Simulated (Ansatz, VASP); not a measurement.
Two plane-wave programs on ZnS

```xyz
4
Lattice="3.8110 0.0000 0.0000 -1.9055 3.3004 0.0000 0.0000 0.0000 6.2340" Properties=species:S:1:pos:R:3 pbc="T T T"
Zn    0.0000    2.2003    0.0000
Zn    1.9055    1.1001    3.1170
S     0.0000    2.2003    2.4001
S     1.9055    1.1001    5.5171
```

Alike in both runs: task relaxation of cell and atoms; functional r2SCAN; k mesh 8 × 8 × 4; occupations fermi-dirac, width 0.1 eV; no spin polarisation.

```csv
,VASP,Ansatz
version,VASP 6.6.1,Ansatz 0.2.0
potentials or method,"VASP PAW PBE potentials, release 64 (Zn, S)","PAW with Ansatz's default frozen-core files, scalar-relativistic"
plane-wave cutoff (eV),600,500
valence electrons in the cell,36,36
```

|  | VASP | Ansatz | Ansatz less VASP |
| --- | --- | --- | --- |
| relaxed volume (Å³/atom) | 19.59 | 19.59 | +0.001 |
| relaxed length of the cell vector where the two differ most in proportion (Å) | 6.245 | 6.246 | +0.0018 |

VASP's potentials were made for PBE, not for r2SCAN.
